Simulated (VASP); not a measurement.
# SnSe (Fm-3m) in VASP: notebook

Runs on SnSe. Level: PBE. Tasks: single point.

Everything below comes from runs of VASP 6.6.1. Logs are shortened: lines on timing, memory, paths and dates and some standing lists are left out, and cuts for length are marked.

## Step 1: The cell of the first run

It takes space group Fm-3m (No. 225, cubic). Conventional cell: a = 5.979 Å, b = 5.979 Å, c = 5.979 Å, α = 90.00°, β = 90.00°, γ = 90.00°. Within 3.9 Å of Sn (site symmetry m-3m) lie 6 Se at 2.99 Å. Se (site symmetry m-3m) has 6 Sn at 2.99 Å within 3.9 Å.

## Step 2: Single point, PBE (volume scaled by 0.960)

Input file INCAR:

```
SYSTEM = SnSe
PREC = Accurate
ENCUT = 520
EDIFF = 1E-6
ISMEAR = 0
SIGMA = 0.05
LREAL = .False.
LASPH = .True.
NELM = 60
ALGO = Normal
ISIF = 2
LWAVE = .False.
LCHARG = .False.
GGA = PE
NBANDS = 17
```

Input file KPOINTS:

```
regular mesh
0
Gamma
  10 10 10
  0 0 0
```

Input file POSCAR:

```
SnSe
1.0
    0.0000000000      2.9895767719      2.9895767719
    2.9895767719      0.0000000000      2.9895767719
    2.9895767719      2.9895767719      0.0000000000
Sn Se
1 1
Direct
    0.0000000000      0.0000000000      0.0000000000
    0.5000000000      0.5000000000      0.5000000000
```

Potentials or basis: VASP PAW PBE potentials, release 64 (Sn_d, Se).

Command:

```bash
> cat potpaw_PBE.64/Sn_d/POTCAR potpaw_PBE.64/Se/POTCAR > POTCAR
> mpirun -np 1 vasp_std > vasp.out
```

OUTCAR:

```text
SYSTEM = SnSe
   PREC = Accurate
   ENCUT = 520
   EDIFF = 1E-6
   ISMEAR = 0
   LREAL = .False.
   LASPH = .True.
   NELM = 60
   ISIF = 2
   GGA = PE

 ion  position               nearest neighbor table
   1  0.000  0.000  0.000-   2 2.99   2 2.99   2 2.99   2 2.99   2 2.99   2 2.99
   2  0.500  0.500  0.500-   1 2.99   1 2.99   1 2.99   1 2.99   1 2.99   1 2.99

  LATTYP: Found a face centered cubic cell.
 ALAT       =     5.9791535438

  Lattice vectors:

 A1 = (   0.0000000000,   2.9895767719,   2.9895767719)
 A2 = (   2.9895767719,   0.0000000000,   2.9895767719)
 A3 = (   2.9895767719,   2.9895767719,   0.0000000000)

Analysis of symmetry for initial positions (statically):
=====================================================================
 Subroutine PRICEL returns:
 Original cell was already a primitive cell.

 Routine SETGRP: Setting up the symmetry group for a
 face centered cubic supercell.

 Subroutine GETGRP returns: Found 48 space group operations
 (whereof 48 operations were pure point group operations)
 out of a pool of 48 trial point group operations.

The static configuration has the point symmetry O_h .

Analysis of symmetry for dynamics (positions and initial velocities):
=====================================================================
 Subroutine PRICEL returns:
 Original cell was already a primitive cell.

 Routine SETGRP: Setting up the symmetry group for a
 face centered cubic supercell.

 Subroutine GETGRP returns: Found 48 space group operations
 (whereof 48 operations were pure point group operations)
 out of a pool of 48 trial point group operations.

The dynamic configuration has the point symmetry O_h .

 Subroutine INISYM returns: Found 48 space group operations
 (whereof 48 operations are pure point group operations),
 and found     1 'primitive' translations

----------------------------------------------------------------------------------------

                                     Primitive cell

  volume of cell :      53.4391

  direct lattice vectors                    reciprocal lattice vectors
     0.000000000  2.989576772  2.989576772    -0.167247754  0.167247754  0.167247754
     2.989576772  0.000000000  2.989576772     0.167247754 -0.167247754  0.167247754
     2.989576772  2.989576772  0.000000000     0.167247754  0.167247754 -0.167247754

[... 73 lines left out ...]
 SYSTEM =  SnSe
   PREC   = accura    normal or accurate (medium, high low for compatibility)
   ISTART =      0    job   : 0-new  1-cont  2-samecut
   ICHARG =      2    charge: 1-file 2-atom 10-const
   ISPIN  =      1    spin polarized calculation?
   LNONCOLLINEAR =      F non collinear calculations
   LSORBIT =      F    spin-orbit coupling
   LASPH  =      T    aspherical Exc in radial PAW
   ENCUT  =  520.0 eV  38.22 Ry    6.18 a.u.   7.86  7.86  7.86*2*pi/ulx,y,z
   NELM   =     60;   NELMIN=  2; NELMDL= -5     # of ELM steps
   EDIFF  = 0.1E-05   stopping-criterion for ELM
   LREAL  =      F    real-space projection
   EDIFFG = 0.1E-04   stopping-criterion for IOM
   NSW    =      0    number of steps for IOM
   IBRION =     -1    ionic relax: 0-MD 1-quasi-New 2-CG
   NFREE  =      0    steps in history (QN), initial steepest desc. (CG)
   ISIF   =      2    stress and relaxation
   ISYM   =      2    0-nonsym 1-usesym 2-fastsym
   POTIM  = 0.5000    time-step for ionic-motion
   TEBEG  =    0.0;   TEEND  =   0.0 temperature during run
   PSTRESS=    0.0 pullay stress
   NELECT =      20.0000    total number of electrons
   NUPDOWN=      -1.0000    fix difference up-down
   EMIN   =  10.00;   EMAX   =-10.00  energy-range for DOS
   EFERMI =   0.00;   METHOD = LEGACY
   ISMEAR =     0;   SIGMA  =   0.05  broadening in eV -4-tet -1-fermi 0-gaus
   EFERMI_NEDOS =   21; number of points for ismear=-14 and -15
   IALGO  =     38    algorithm
   IMIX   =      4    mixing-type and parameters
     AMIX     =   0.40;   BMIX     =  1.00
     AMIX_MAG =   1.60;   BMIX_MAG =  1.00
  volume/ion in A,a.u.               =      26.72       180.31
  Fermi-wavevector in a.u.,A,eV,Ry     =   1.179773  2.229448 18.937464  1.391864
  Thomas-Fermi vector in A             =   2.316078
   LORBIT       =      0    0 simple, 1 ext, 2 COOP (PROOUT), +10 PAW based schemes
   GGA     = PE    functional components
   LHFCALC =     F    Hartree Fock is set to
   AEXX    =    0.0000 exact exchange contribution
   IVDW    =     0    specifies the selected vdW correction
   LEPSILON=     F    determine dielectric tensor
   LRPA    =     F    only Hartree local field effects (RPA)
 non-spin polarized calculation
 Gauss-broadening in eV      SIGMA  =   0.05
  energy-cutoff  :      520.00
  volume of cell :       53.44
 maximum number of plane-waves:      1459
   NGX = 15   NGY = 15   NGZ = 15

 number of electron      20.0000008 magnetization

 Free energy of the ion-electron system (eV)
  ---------------------------------------------------
  ext. energy  EPLUGINS =         0.00000000
  ---------------------------------------------------
  free energy    TOTEN  =        -8.20199590 eV

  energy without entropy =       -8.20199590  energy(sigma->0) =       -8.20199590

 E-fermi :   6.0765     XC(G=0):  -9.6907

 val. band max:        5.8008728485   @ k =   0.5000   0.0000   0.0000
 cond. band min:       6.3198422545   @ k =  -0.4000   0.1000   0.0000
 fundamental gap:      0.5189694061
 Fermi energy:         6.0765405315

 k-point     1 :       0.0000    0.0000    0.0000
  band No.  band energies     occupation
      1     -15.7823      2.00000
      2     -15.7823      2.00000
      3     -15.7823      2.00000
      4     -15.7808      2.00000
      5     -15.7808      2.00000
      6      -8.1862      2.00000
[... 457 lines left out ...]
      4     -15.7678      2.00000
      5     -15.7668      2.00000
      6      -7.2098      2.00000
[... 9 lines left out ...]
     16      16.5920      0.00000
     17      17.2525      0.00000

 [... further k-points ...]
[... 5 lines left out ...]
  --------------------------------------------------------------------------------------
  -------------------------------------------------------------------------------------
  Total        0.7170488      0.7170488      0.7170488     -0.0000000      0.0000000      0.0000000
  in kB       21.4981034     21.4981034     21.4981034     -0.0000000      0.0000000      0.0000000
  external PRESSURE =      21.4981034 kB  Pullay stress =       0.0000000 kB

 VOLUME and BASIS-vectors are now :
 -----------------------------------------------------------------------------
  energy-cutoff  :      520.00
  volume of cell :       53.44
      direct lattice vectors                 reciprocal lattice vectors
     0.000000000  2.989576772  2.989576772    -0.167247754  0.167247754  0.167247754
     2.989576772  0.000000000  2.989576772     0.167247754 -0.167247754  0.167247754
     2.989576772  2.989576772  0.000000000     0.167247754  0.167247754 -0.167247754

 POSITION                                       TOTAL-FORCE (eV/Angst)
 -----------------------------------------------------------------------------------
      0.00000      0.00000      0.00000        -0.000000      0.000000      0.000000
      2.98958      2.98958      2.98958         0.000000     -0.000000     -0.000000
 -----------------------------------------------------------------------------------
    total drift:                                0.000000     -0.000000     -0.000000

  FREE ENERGIE OF THE ION-ELECTRON SYSTEM (eV)
  ---------------------------------------------------
  free  energy   TOTEN  =        -8.2019959025 eV

  energy  without entropy=       -8.2019959025  energy(sigma->0) =       -8.20199590
```

Wall time 24 s (1 thread of AMD EPYC 9R14 (Zen 4), shared host); peak memory 0.17 GiB.

Results:

```
Free energy            : -8.2020 eV
Pressure               : 2.1 GPa
Band gap on the k mesh : 0.52 eV, indirect (least direct gap 0.64 eV)
```

Caveat: spin-orbit coupling is left out, which moves the levels of the heavy elements.

(Continued in part 2 of 3.)
